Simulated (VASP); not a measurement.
Runs of VASP 6.6.1 on Tl. The structure is that of space group Pm-3m (No. 221), or close to it. The cells are those of the table. This isn't the form of Tl at room conditions, which is hcp.

| task | cell | cutoff (eV) | gap on the mesh (eV) | pressure (GPa) |
| --- | --- | --- | --- | --- |
| single point | a = 3.253 Å, 1 atom | 520 | none | 0.0 |
| relaxation of cell and atoms | relaxed to 5 GPa from a = 3.160 Å, 1 atom | 600 | none | 5.0 |
| single point | a = 2.995 Å, 1 atom | 520 | none | 9.9 |
| relaxation of cell and atoms | relaxed to 20 GPa from a = 3.160 Å, 1 atom | 600 | none | 20.0 |
| single point | a = 3.088 Å, 1 atom | 520 | none | (a) |

Alike in all rows: level PBE; potentials or basis VASP PAW PBE potentials, release 64 (Tl_d); no spin polarisation; k mesh 7 × 7 × 7; smearing fermi-dirac 0.1 eV.

**Question.** Fill in the values left out.

**Answer.** (a) 4.9.

Caveats: spin-orbit coupling is left out, which moves the levels of the heavy elements; the cell is relaxed towards a set pressure, so the run minimises the enthalpy, not the energy (at least some runs); the cell stands under pressure (at least some runs).

A k mesh can miss the band edges, and the runs leave out spin-orbit coupling on Tl.

A gap of «none» marks levels without a gap at the run's occupations.
